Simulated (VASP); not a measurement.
Write the native input for VASP 6.6.1 that does the following.

| Property | Result |
| --- | --- |
| Task | single point |
| Functional | r2SCANh |
| Potentials or basis | VASP PAW PBE potentials, release 64 (Ga_d, P) |
| Cutoff | 520 eV |
| k mesh | 4 × 4 × 4 |
| Occupations | fermi-dirac, width 0.05 eV |
| Spin | no spin polarisation |
| Dipole correction | no |
| Grid for exact exchange (PRECFOCK) | Normal |
| Further INCAR settings | ALGO = Normal; EDIFF = 1e-06; NBANDS = 16 |

Crystal: GaP.

```
Ga P
1.0
     0.00000    2.77870    2.77870
     2.77870    0.00000    2.77870
     2.77870    2.77870    0.00000
Ga P
1 1
Direct
  0.00000 0.00000 0.00000
  0.75000 0.75000 0.75000
```

The input as run:

POSCAR

```
GaP
1.0
    0.0000000000      2.7786998443      2.7786998443
    2.7786998443      0.0000000000      2.7786998443
    2.7786998443      2.7786998443      0.0000000000
Ga P
1 1
Direct
    0.0000000000      0.0000000000      0.0000000000
    0.7500000000      0.7500000000      0.7500000000
```

INCAR.step1

```
SYSTEM = GaP
ALGO     = Normal         ! electronic algorithm
EDIFF    = 1E-5           ! SCF threshold, eV
ENCUT    = 520            ! plane-wave cutoff, eV
GGA      = PE             ! functional
ISIF     = 2              ! what is computed and relaxed
ISMEAR   = -1             ! smearing method
LASPH    = .TRUE.         ! aspherical terms in the spheres
LREAL    = .FALSE.        ! projectors in reciprocal space
LWAVE    = .TRUE.         ! write WAVECAR
NBANDS   = 16             ! bands
NELM     = 80             ! most SCF steps
PREC     = Accurate       ! precision mode
SIGMA    = 0.05           ! smearing width, eV
```

INCAR.step2

```
SYSTEM = GaP
AEXX     = 0.1            ! exact-exchange fraction
ALGO     = Normal         ! electronic algorithm
EDIFF    = 1E-6           ! SCF threshold, eV
ENCUT    = 520            ! plane-wave cutoff, eV
ISIF     = 2              ! what is computed and relaxed
ISMEAR   = -1             ! smearing method
ISTART   = 1            
LASPH    = .TRUE.         ! aspherical terms in the spheres
LCHARG   = .TRUE.         ! write CHGCAR
LELF     = .TRUE.         ! ELF
LHFCALC  = .TRUE.         ! exact exchange
LMIXTAU  = .TRUE.       
LREAL    = .FALSE.        ! projectors in reciprocal space
LVHAR    = .TRUE.       
LWAVE    = .FALSE.        ! write WAVECAR
METAGGA  = R2SCAN         ! meta-GGA
NBANDS   = 16             ! bands
NELM     = 80             ! most SCF steps
PREC     = Accurate       ! precision mode
PRECFOCK = Normal       
SIGMA    = 0.05           ! smearing width, eV
```

KPOINTS

```
k-points
0
G
  4 4 4
  0 0 0
```

Potentials or basis: VASP PAW PBE potentials, release 64 (Ga_d, P).

Launch:

```sh
$ cat potpaw_PBE.64/Ga_d/POTCAR potpaw_PBE.64/P/POTCAR > POTCAR
$ cp INCAR.step1 INCAR
$ mpirun -np 1 vasp_std > vasp.out
$ cp INCAR.step2 INCAR
$ mpirun -np 1 vasp_std > vasp.out
```

It gave:

* Pressure: -4.6 GPa
* Band gap on the k mesh: 2.39 eV, indirect (least direct gap 2.41 eV)

Caveat: the k points lie up to 0.49 Å⁻¹ apart; the PAW data sets were made with another functional, which shifts forces and pressure a little.

It took 7.4 min on 1 thread of AMD EPYC 7R13 Processor (Zen 3) (shared host), peak memory 0.15 GiB.
